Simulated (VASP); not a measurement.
Wanted: the native input for a VASP 6.6.1 run.

- Task: single point
- Functional: PBE
- Potentials or basis: VASP PAW PBE potentials, release 64 (Cd)
- Cutoff: 520 eV
- k mesh: 18 × 18 × 18
- Occupations: gaussian, width 0.15 eV
- Spin: no spin polarisation
- Dipole correction: no
- Further INCAR settings: ALGO = Fast; EDIFF = 1e-07; NBANDS = 12

The structure of Cd lies in POSCAR:

```
Cd
1.0
    0.0000000000      2.3443196358      2.2541534960
    2.1939675977      0.0000000000      2.2541534960
    2.1939675977      2.3443196358      0.0000000000
Cd
1
Direct
    0.0000000000      0.0000000000      0.0000000000
```

This cell differs from its parent crystal: normal strain along x -0.0267, normal strain along y +0.0400.

These files were run (other wordings do the same):

INCAR

```
SYSTEM = Cd
PREC     = Accurate       ! precision mode
ENCUT    = 520            ! plane-wave cutoff, eV
EDIFF    = 1E-7           ! SCF threshold, eV
ISMEAR   = 0              ! smearing method
SIGMA    = 0.15           ! smearing width, eV
LREAL    = .FALSE.        ! projectors in reciprocal space
LASPH    = .TRUE.         ! aspherical terms in the spheres
NELM     = 100            ! most SCF steps
ALGO     = Fast           ! electronic algorithm
ISIF     = 2              ! what is computed and relaxed
LWAVE    = .FALSE.        ! write WAVECAR
LCHARG   = .FALSE.        ! write CHGCAR
GGA      = PE             ! functional
NBANDS   = 12             ! bands
```

KPOINTS

```
regular mesh
0
G
  18 18 18
  0 0 0
```

Potentials or basis: VASP PAW PBE potentials, release 64 (Cd).

Command:

```sh
$ cat potpaw_PBE.64/Cd/POTCAR > POTCAR
$ mpirun -np 1 vasp_std > vasp.out
```

Results of the run:

The pressure is -0.3 GPa and the band gap on the k mesh is zero (band 6 reaches 4.20 eV, above the bottom of band 7 at 1.01 eV).

Caveat: the cell differs from its parent crystal (normal strain along x -0.0267, normal strain along y +0.0400).

It took 4.6 min on 1 thread of AMD EPYC 7R13, on a shared host, peak memory 0.3 GiB.
